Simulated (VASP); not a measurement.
# BiTe in VASP: a series of runs

Runs on BiTe. Level: LDA. Tasks: single point.

All numbers are computed with VASP 6.6.1; they aren't measurements. Logs are shortened: lines on timing, memory, paths and dates and some standing lists are left out, and cuts for length are marked.

## 1. The cell of the first run

Symmetry: R-3m, No. 166, trigonal system. The conventional cell has a = 4.845 Å, b = 4.845 Å, c = 9.952 Å, α = 90.00°, β = 90.00°, γ = 120.00°. Within 4.3 Å of Bi (site symmetry -3m) lie 6 Te at 3.25 Å. Te (site symmetry -3m) has 6 Bi at 3.25 Å within 4.3 Å.

## 2. Single point, LDA

File INCAR:

```
ALGO = Normal ; EDIFF = 1E-6
ENCUT = 520 ; ISIF = 2
ISMEAR = -1 ; LASPH = T
LCHARG = F ; LREAL = F
LWAVE = F ; NBANDS = 18
NELM = 60 ; PREC = Accurate
SIGMA = 0.15
```

File KPOINTS:

```
k-points
0
Gamma
  7 7 7
```

File POSCAR:

```
BiTe
1.0
    2.4227077700      1.3987509800      3.3172919500
   -2.4227077700      1.3987509800      3.3172919500
    0.0000000000     -2.7975019700      3.3172919500
Bi Te
1 1
Direct
    0.5000000011      0.5000000011      0.4999999993
    0.0000000000      0.0000000000      0.0000000000
```

Potentials or basis: VASP PAW LDA potentials, release 64 (Bi_d, Te).

Command:

```sh
cat potpaw_LDA.64/Bi_d/POTCAR potpaw_LDA.64/Te/POTCAR > POTCAR
mpirun -np 1 vasp_std > vasp.out
```

OUTCAR:

```text
EDIFF = 1E-6
   ENCUT = 520
   ISIF = 2
   ISMEAR = -1
   LASPH = T
   LREAL = F
   NELM = 60
   PREC = Accurate

 ion  position               nearest neighbor table
   1  0.500  0.500  0.500-   2 3.25   2 3.25   2 3.25   2 3.25   2 3.25   2 3.25
   2  0.000  0.000  0.000-   1 3.25   1 3.25   1 3.25   1 3.25   1 3.25   1 3.25

  LATTYP: Found a trigonal (rhomboedric) cell.
 ALAT       =     4.3394058492
 COS(alpha) =     0.3765932219

  Lattice vectors:

 A1 = (   2.4227077700,   1.3987509800,   3.3172919500)
 A2 = (  -2.4227077700,   1.3987509800,   3.3172919500)
 A3 = (   0.0000000000,  -2.7975019700,   3.3172919500)

Analysis of symmetry for initial positions (statically):
=====================================================================
 Subroutine PRICEL returns:
 Original cell was already a primitive cell.

 Routine SETGRP: Setting up the symmetry group for a
 trigonal (rhombohedral) supercell.

 Subroutine GETGRP returns: Found 12 space group operations
 (whereof 12 operations were pure point group operations)
 out of a pool of 12 trial point group operations.

The static configuration has the point symmetry D_3d.

Analysis of symmetry for dynamics (positions and initial velocities):
=====================================================================
 Subroutine PRICEL returns:
 Original cell was already a primitive cell.

 Routine SETGRP: Setting up the symmetry group for a
 trigonal (rhombohedral) supercell.

 Subroutine GETGRP returns: Found 12 space group operations
 (whereof 12 operations were pure point group operations)
 out of a pool of 12 trial point group operations.

The dynamic configuration has the point symmetry D_3d.

 Subroutine INISYM returns: Found 12 space group operations
 (whereof 12 operations are pure point group operations),
 and found     1 'primitive' translations

----------------------------------------------------------------------------------------

                                     Primitive cell

  volume of cell :      67.4491

  direct lattice vectors                    reciprocal lattice vectors
     2.422707770  1.398750980  3.317291950     0.206380648  0.119153923  0.100483569
    -2.422707770  1.398750980  3.317291950    -0.206380648  0.119153923  0.100483569
     0.000000000 -2.797501970  3.317291950     0.000000000 -0.238307846  0.100483568

  length of vectors
     4.339405849  4.339405849  4.339405853     0.258626327  0.258626327  0.258626327

  position of ions in fractional coordinates (direct lattice)
     0.500000001  0.500000001  0.499999999
     0.000000000  0.000000000  0.000000000

  ion indices of the primitive-cell ions
   primitive index   ion index
                 1           1
                 2           2

----------------------------------------------------------------------------------------

 KPOINTS: k-points

Automatic generation of k-mesh.
 Grid dimensions read from file:
 generate k-points for:    7    7    7

 Generating k-lattice:

  Cartesian coordinates                     Fractional coordinates (reciprocal lattice)
     0.029482950  0.017021989  0.014354796     0.142857143  0.000000000  0.000000000
    -0.029482950  0.017021989  0.014354796     0.000000000  0.142857143  0.000000000
     0.000000000 -0.034043978  0.014354795    -0.000000000 -0.000000000  0.142857143

  Length of vectors
     0.036946618  0.036946618  0.036946618

  Shift w.r.t. Gamma in fractional coordinates (k-lattice)
     0.000000000  0.000000000  0.000000000

 Subroutine IBZKPT returns following result:
 ===========================================

 Found     44 irreducible k-points:

 Following reciprocal coordinates:
            Coordinates               Weight
  0.000000  0.000000  0.000000      1.000000
  0.142857  0.000000  0.000000      6.000000
  0.285714  0.000000  0.000000      6.000000
  0.428571  0.000000  0.000000      6.000000
  0.142857  0.142857  0.000000      6.000000
  0.285714  0.142857  0.000000     12.000000
[... 16 lines left out ...]
  0.285714  0.285714  0.142857      6.000000
  0.428571  0.285714  0.142857     12.000000
 [... further k-points ...]
   k-points           NKPTS =     44   k-points in BZ     NKDIM =     44   number of bands    NBANDS=     18
   number of dos      NEDOS =    301   number of ions     NIONS =      2
   total plane-waves  NPLWV =  32768
   dimension x,y,z NGX =    32 NGY =   32 NGZ =   32
   dimension x,y,z NGXF=    64 NGYF=   64 NGZF=   64
   ions per type =               1   1
   NGX,Y,Z   is equivalent  to a cutoff of  12.26, 12.26, 12.26 a.u.
   NGXF,Y,Z  is equivalent  to a cutoff of  24.52, 24.52, 24.52 a.u.
 SYSTEM =  unknown system
   PREC   = accura    normal or accurate (medium, high low for compatibility)
   ISTART =      0    job   : 0-new  1-cont  2-samecut
   ICHARG =      2    charge: 1-file 2-atom 10-const
   ISPIN  =      1    spin polarized calculation?
   LNONCOLLINEAR =      F non collinear calculations
   LSORBIT =      F    spin-orbit coupling
   LASPH  =      T    aspherical Exc in radial PAW
   ENCUT  =  520.0 eV  38.22 Ry    6.18 a.u.   8.07  8.07  8.07*2*pi/ulx,y,z
   NELM   =     60;   NELMIN=  2; NELMDL= -5     # of ELM steps
   EDIFF  = 0.1E-05   stopping-criterion for ELM
   LREAL  =      F    real-space projection
   EDIFFG = 0.1E-04   stopping-criterion for IOM
   NSW    =      0    number of steps for IOM
   IBRION =     -1    ionic relax: 0-MD 1-quasi-New 2-CG
   NFREE  =      0    steps in history (QN), initial steepest desc. (CG)
   ISIF   =      2    stress and relaxation
   ISYM   =      2    0-nonsym 1-usesym 2-fastsym
   POTIM  = 0.5000    time-step for ionic-motion
   TEBEG  =    0.0;   TEEND  =   0.0 temperature during run
   PSTRESS=    0.0 pullay stress
   NELECT =      21.0000    total number of electrons
   NUPDOWN=      -1.0000    fix difference up-down
   EMIN   =  10.00;   EMAX   =-10.00  energy-range for DOS
   EFERMI =   0.00;   METHOD = LEGACY
   ISMEAR =    -1;   SIGMA  =   0.15  broadening in eV -4-tet -1-fermi 0-gaus
   EFERMI_NEDOS =   21; number of points for ismear=-14 and -15
   IALGO  =     38    algorithm
   IMIX   =      4    mixing-type and parameters
     AMIX     =   0.40;   BMIX     =  1.00
     AMIX_MAG =   1.60;   BMIX_MAG =  1.00
  volume/ion in A,a.u.               =      33.72       227.58
  Fermi-wavevector in a.u.,A,eV,Ry     =   1.109573  2.096789 16.750837  1.231152
  Thomas-Fermi vector in A             =   2.246114
   LORBIT       =      0    0 simple, 1 ext, 2 COOP (PROOUT), +10 PAW based schemes
   GGA     = CA    functional components
   LHFCALC =     F    Hartree Fock is set to
   AEXX    =    0.0000 exact exchange contribution
   IVDW    =     0    specifies the selected vdW correction
   LEPSILON=     F    determine dielectric tensor
   LRPA    =     F    only Hartree local field effects (RPA)
 non-spin polarized calculation
  energy-cutoff  :      520.00
  volume of cell :       67.45
 maximum number of plane-waves:      1827
   NGX = 17   NGY = 17   NGZ = 17

 number of electron      20.9999996 magnetization

 Free energy of the ion-electron system (eV)
  ---------------------------------------------------
  ext. energy  EPLUGINS =         0.00000000
  ---------------------------------------------------
  free energy    TOTEN  =        -8.52790020 eV

  energy without entropy =       -8.42640443  energy(sigma->0) =       -8.47715231

 E-fermi :   6.4331     XC(G=0):  -9.7124

 val. band max:        6.4249482004   @ k =  -0.4286   0.2857   0.2857
 cond. band min:       6.5085148131   @ k =   0.2857   0.2857   0.2857
 fundamental gap:      0.0835666128
 Fermi energy:         6.4331201485

 k-point     1 :       0.0000    0.0000    0.0000
  band No.  band energies     occupation
      1     -16.6853      2.00000
      2     -16.6853      2.00000
      3     -16.6756      2.00000
      4     -16.6756      2.00000
      5     -16.6590      2.00000
      6      -7.0301      2.00000
[... 10 lines left out ...]
     17      13.1248      0.00000
     18      13.3785      0.00000

 k-point     2 :       0.1429    0.0000    0.0000
  band No.  band energies     occupation
      1     -16.6854      2.00000
      2     -16.6850      2.00000
      3     -16.6765      2.00000
      4     -16.6741      2.00000
      5     -16.6586      2.00000
      6      -6.8570      2.00000
[... 10 lines left out ...]
     17      13.6766      0.00000
     18      14.1425      0.00000

 k-point     3 :       0.2857    0.0000    0.0000
  band No.  band energies     occupation
      1     -16.6859      2.00000
      2     -16.6851      2.00000
      3     -16.6778      2.00000
      4     -16.6708      2.00000
      5     -16.6571      2.00000
      6      -6.3466      2.00000
[... 10 lines left out ...]
     17      15.1182      0.00000
     18      15.9776      0.00000

 k-point     4 :       0.4286    0.0000    0.0000
  band No.  band energies     occupation
      1     -16.6865      2.00000
      2     -16.6859      2.00000
      3     -16.6781      2.00000
      4     -16.6690      2.00000
      5     -16.6550      2.00000
      6      -5.5346      2.00000
[... 10 lines left out ...]
     17      14.8932      0.00000
     18      16.1838      0.00000

 k-point     5 :       0.1429    0.1429    0.0000
  band No.  band energies     occupation
      1     -16.6866      2.00000
      2     -16.6846      2.00000
      3     -16.6761      2.00000
      4     -16.6727      2.00000
      5     -16.6587      2.00000
      6      -6.7873      2.00000
[... 10 lines left out ...]
     17      13.1868      0.00000
     18      13.6253      0.00000

 k-point     6 :       0.2857    0.1429    0.0000
  band No.  band energies     occupation
      1     -16.6880      2.00000
      2     -16.6844      2.00000
      3     -16.6768      2.00000
      4     -16.6693      2.00000
      5     -16.6575      2.00000
      6      -6.3865      2.00000
[... 307 lines left out ...]
 k-point    21 :      -0.2857    0.1429    0.1429
  band No.  band energies     occupation
      1     -16.6882      2.00000
      2     -16.6842      2.00000
      3     -16.6744      2.00000
      4     -16.6706      2.00000
      5     -16.6570      2.00000
      6      -5.7499      2.00000
[... 10 lines left out ...]
     17      14.8973      0.00000
     18      14.9079      0.00000

 k-point    22 :      -0.1429    0.1429    0.1429
  band No.  band energies     occupation
      1     -16.6874      2.00000
      2     -16.6834      2.00000
      3     -16.6748      2.00000
      4     -16.6735      2.00000
      5     -16.6579      2.00000
      6      -6.4258      2.00000
[... 10 lines left out ...]
     17      14.0621      0.00000
     18      14.4607      0.00000

 k-point    23 :       0.2857    0.2857    0.1429
  band No.  band energies     occupation
      1     -16.6898      2.00000
      2     -16.6863      2.00000
      3     -16.6728      2.00000
      4     -16.6656      2.00000
      5     -16.6590      2.00000
      6      -6.3049      2.00000
[... 10 lines left out ...]
     17      15.1556      0.00000
     18      15.3947      0.00000

 k-point    24 :       0.4286    0.2857    0.1429
  band No.  band energies     occupation
      1     -16.6914      2.00000
      2     -16.6862      2.00000
      3     -16.6730      2.00000
      4     -16.6635      2.00000
      5     -16.6574      2.00000
      6      -5.8184      2.00000
[... 10 lines left out ...]
     17      15.5114      0.00000
     18      16.6807      0.00000

 [... further k-points ...]
[... 5 lines left out ...]
  --------------------------------------------------------------------------------------
  -------------------------------------------------------------------------------------
  Total       -1.5204155     -1.5204155     -1.1566534      0.0000000      0.0000000      0.0000000
  in kB      -36.1157386    -36.1157386    -27.4749834      0.0000000      0.0000000      0.0000000
  external PRESSURE =     -33.2354869 kB  Pullay stress =       0.0000000 kB

 VOLUME and BASIS-vectors are now :
 -----------------------------------------------------------------------------
  energy-cutoff  :      520.00
  volume of cell :       67.45
      direct lattice vectors                 reciprocal lattice vectors
     2.422707770  1.398750980  3.317291950     0.206380648  0.119153923  0.100483569
    -2.422707770  1.398750980  3.317291950    -0.206380648  0.119153923  0.100483569
     0.000000000 -2.797501970  3.317291950     0.000000000 -0.238307846  0.100483568

 POSITION                                       TOTAL-FORCE (eV/Angst)
 -----------------------------------------------------------------------------------
      0.00000      0.00000      4.97594         0.000000     -0.000000     -0.000000
      0.00000      0.00000      0.00000         0.000000      0.000000      0.000000
 -----------------------------------------------------------------------------------
    total drift:                               -0.000000     -0.000005     -0.000005

  FREE ENERGIE OF THE ION-ELECTRON SYSTEM (eV)
  ---------------------------------------------------
  free  energy   TOTEN  =        -8.5279002021 eV

  energy  without entropy=       -8.4264044277  energy(sigma->0) =       -8.47715231
```

Wall time 24 s (1 thread of AMD EPYC 9R14 (Zen 4), shared host); peak memory 0.15 GiB.

Results:

* Free energy: -8.5279 eV
* Pressure: -3.3 GPa

Caveat: spin-orbit coupling is left out, which moves the levels of the heavy elements.

## 3. Single point, LDA

File INCAR:

```
  PREC = Accurate
  ENCUT = 520
  EDIFF = 1E-7
  ISMEAR = -1
  SIGMA = 0.15
  LREAL = F
  LASPH = T
  NELM = 80
  ALGO = Normal
  ISIF = 2
  LWAVE = F
  LCHARG = F
  GGA = CA
  NBANDS = 18
```

File KPOINTS:

```
regular mesh
0
Gamma
  7 7 7
```

POSCAR, as its differences from that of step 2:

```diff
@@ -8,3 +8,3 @@
 Direct
-    0.5000000011      0.5000000011      0.4999999993
+    0.4976169226      0.4976169226      0.5047661562
     0.0000000000      0.0000000000      0.0000000000
```

Potentials or basis: VASP PAW LDA potentials, release 64 (Bi_d, Te).

Command:

```sh
cat potpaw_LDA.64/Bi_d/POTCAR potpaw_LDA.64/Te/POTCAR > POTCAR
mpirun -np 1 vasp_std > vasp.out
```

Wall time 56 s (1 thread of AMD EPYC 9R14 (Zen 4), shared host); peak memory 0.21 GiB.

It converged, with:

```yaml
Free_energy: -8.5276 eV
Pressure: -3.3 GPa
Largest_force: 0.031 eV/Å
```

Forces on the atoms (eV/Å):
```
Bi   0.000  0.031  0.000
Te   0.000 -0.031  0.000
```

Stress tensor (GPa, compression positive):
```
-3.60  0.00  0.00
 0.00 -3.60  0.00
 0.00  0.00 -2.74
```

Levels at points of the mesh, in eV from the Fermi level:
```csv
k point,band 6,band 7,band 8,band 9,band 10,band 11,band 12,band 13,band 14,band 15
"(0.00, 0.00, 0.00)",-13.46,-8.29,-2.87,-2.87,-1.56,1.87,2.49,2.49,4.11,4.11
```

Caveat: spin-orbit coupling is left out, which moves the levels of the heavy elements.

## 4. Single point, LDA

File INCAR:

```
ALGO = Normal
EDIFF = 1E-6
ENCUT = 520
ISIF = 2
ISMEAR = -1
LASPH = T
LCHARG = T
LELF = T
LREAL = F
LVHAR = T
LWAVE = F
NBANDS = 18
NELM = 60
PREC = Accurate
SIGMA = 0.15
```

File KPOINTS:

```
k-points
0
Gamma
  7 7 7
```

POSCAR, as its differences from that of step 3:

```diff
@@ -8,3 +8,3 @@
 Direct
-    0.4976169226      0.4976169226      0.5047661562
+    0.4988084619      0.4988084619      0.5023830778
     0.0000000000      0.0000000000      0.0000000000
```

Command:

```sh
cat potpaw_LDA.64/Bi_d/POTCAR potpaw_LDA.64/Te/POTCAR > POTCAR
mpirun -np 1 vasp_std > vasp.out
```

Wall time 50 s (1 thread of AMD EPYC 9R14 (Zen 4), shared host); peak memory 0.21 GiB.

Results (log left out):

```yaml
Free_energy: -8.5278 eV
Pressure: -3.3 GPa
Largest_force: 0.015 eV/Å
```

Forces on the atoms (eV/Å):
```
Bi   0.000  0.015  0.000
Te   0.000 -0.015  0.000
```

Stress tensor (GPa, compression positive):
```
-3.61  0.00  0.00
 0.00 -3.61  0.00
 0.00  0.00 -2.75
```

Levels at points of the mesh, in eV from the Fermi level:
```csv
k point,band 8,band 9,band 10,band 11,band 12,band 13
"(0.00, 0.00, 0.00)",-2.87,-2.87,-1.56,1.87,2.49,2.49
```

Caveat: spin-orbit coupling is left out, which moves the levels of the heavy elements.

## 5. Single point, LDA

File INCAR:

```
ALGO = Normal
EDIFF = 1E-6
ENCUT = 520
GGA = CA
ISIF = 2
ISMEAR = -1
LASPH = True
LCHARG = False
LREAL = False
LWAVE = False
NBANDS = 18
NELM = 100
PREC = Accurate
SIGMA = 0.15
```

KPOINTS is that of step 4.

POSCAR, as its differences from that of step 4:

```diff
@@ -8,3 +8,3 @@
 Direct
-    0.4988084619      0.4988084619      0.5023830778
+    0.5011915403      0.5011915403      0.4976169209
     0.0000000000      0.0000000000      0.0000000000
```

Command:

```sh
cat potpaw_LDA.64/Bi_d/POTCAR potpaw_LDA.64/Te/POTCAR > POTCAR
mpirun -np 1 vasp_std > vasp.out
```

Run time: 47 s. Hardware: 1 thread of AMD EPYC 9R14 (Zen 4), shared host; peak memory 0.21 GiB.

It converged, with:

```yaml
Free_energy: -8.5278 eV
Pressure: -3.3 GPa
Largest_force: 0.015 eV/Å
```

Forces in eV/Å, atoms in the order of the input:
```
Bi   0.000 -0.015  0.000
Te   0.000  0.015  0.000
```

Stress tensor (GPa, compression positive):
```
-3.61  0.00  0.00
 0.00 -3.61  0.00
 0.00  0.00 -2.75
```

Levels at points of the mesh, in eV from the Fermi level:
```csv
k point,band 7,band 8,band 9,band 10,band 11,band 12,band 13,band 14
"(0.00, 0.00, 0.00)",-8.29,-2.87,-2.87,-1.56,1.87,2.49,2.49,4.11
```

Caveat: spin-orbit coupling is left out, which moves the levels of the heavy elements.

## 6. Single point, LDA

File INCAR:

```
PREC = Accurate ; ENCUT = 520
EDIFF = 1E-6 ; ISMEAR = -1
SIGMA = 0.15 ; LREAL = F
LASPH = T ; NELM = 60
ALGO = Normal ; ISIF = 2
LWAVE = F ; LCHARG = F
GGA = CA ; NBANDS = 18
```

File KPOINTS:

```
regular mesh
0
Gamma
  7 7 7
```

POSCAR, as its differences from that of step 5:

```diff
@@ -8,3 +8,3 @@
 Direct
-    0.5011915403      0.5011915403      0.4976169209
+    0.5023830796      0.5023830796      0.4952338424
     0.0000000000      0.0000000000      0.0000000000
```

Potentials or basis: VASP PAW LDA potentials, release 64 (Bi_d, Te).

Command:

```sh
cat potpaw_LDA.64/Bi_d/POTCAR potpaw_LDA.64/Te/POTCAR > POTCAR
mpirun -np 1 vasp_std > vasp.out
```

Wall time 50 s (1 thread of AMD EPYC 9R14 (Zen 4), shared host); peak memory 0.21 GiB.

It converged, with:

```
Free energy   : -8.5276 eV
Pressure      : -3.3 GPa
Largest force : 0.031 eV/Å
```

Forces in eV/Å, atoms in the order of the input:
```
Bi   0.000 -0.031  0.000
Te   0.000  0.031  0.000
```

Stress tensor (GPa, compression positive):
```
-3.60  0.00  0.00
 0.00 -3.60  0.00
 0.00  0.00 -2.75
```

Levels at points of the mesh, in eV from the Fermi level:
| k point | band 7 | band 8 | band 9 | band 10 | band 11 | band 12 | band 13 | band 14 |
| --- | --- | --- | --- | --- | --- | --- | --- | --- |
| (0.00, 0.00, 0.00) | -8.29 | -2.87 | -2.87 | -1.56 | 1.87 | 2.49 | 2.49 | 4.11 |

Caveat: spin-orbit coupling is left out, which moves the levels of the heavy elements.
